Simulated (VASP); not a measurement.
**Zn: relaxation of cell and atoms with LDA**

The system is Zn.

```
Zn
1.0
     0.00000    1.82001    1.82001
     1.82001    0.00000    1.82001
     1.82001    1.82001    0.00000
Zn
1
Cartesian
  0.0000 0.0000 0.0000
```

- Program: VASP 6.6.1
- Task: relaxation of cell and atoms
- Functional: LDA
- Potentials or basis: VASP PAW LDA potentials, release 64 (Zn)
- Cutoff: 600 eV
- k mesh: 18 × 18 × 18
- Occupations: fermi-dirac, width 0.1 eV
- Spin: no spin polarisation
- Target pressure: 15 GPa
- Dipole correction: no
- Further INCAR settings: ALGO = Normal; EDIFF = 1e-06; IBRION = 2; EDIFFG = -0.005; NSW = 60; ISIF = 3

```
Relaxed volume                                         : 12.15 Å³/atom
Relaxed cell                                           : a = 2.580 Å, b = 2.580 Å, c = 2.580 Å, α = 60.00°, β = 60.00°, γ = 60.00°
Space group after relaxing (to 0.05 Å)                 : Fm-3m (No. 225)
Energy change on relaxing (the enthalpy is what falls) : -8.9 meV/atom
Ionic steps                                            : 3
Pressure after relaxing                                : 15.0 GPa
Band gap on the k mesh                                 : zero (band 6 reaches 6.46 eV, above the bottom of band 7 at 3.65 eV)
```

Step by step:
| step | energy change (eV) | largest force (eV/Å) | pressure (GPa) | volume (Å³) |
| --- | --- | --- | --- | --- |
| 1 | 0.0000 | 0.0000 | 16.31 | 12.06 |
| 2 | -0.0163 | 0.0000 | 13.84 | 12.23 |
| 3 | -0.0089 | 0.0000 | 14.99 | 12.15 |

Final structure:
```
Zn
1.0
     0.00000    1.82460    1.82460
     1.82460    0.00000    1.82460
     1.82460    1.82460    0.00000
Zn
1
Direct
  0.00000 0.00000 0.00000
```

Levels at points of the mesh, in eV from the Fermi level:
```
           k point  band 3  band 4  band 5  band 6  band 7  band 8  band 9  band 10
(0.00, 0.00, 0.00)   -8.47   -8.47   -7.89   -7.89   20.67   21.33   21.33    21.33
(0.50, 0.00, 0.00)   -8.48   -7.47   -7.47   -3.98   -1.06   17.83   17.83    19.04
(0.50, 0.50, 0.00)   -7.49   -7.37   -7.37   -1.68    2.53    9.48    9.48    13.69
```

It took 20 s on 1 thread of Intel(R) Xeon(R) Platinum 8559C (Emerald Rapids) (shared host), peak memory 0.15 GiB.

Caveat: the cell is relaxed towards a set pressure, so the enthalpy falls and the energy may rise.
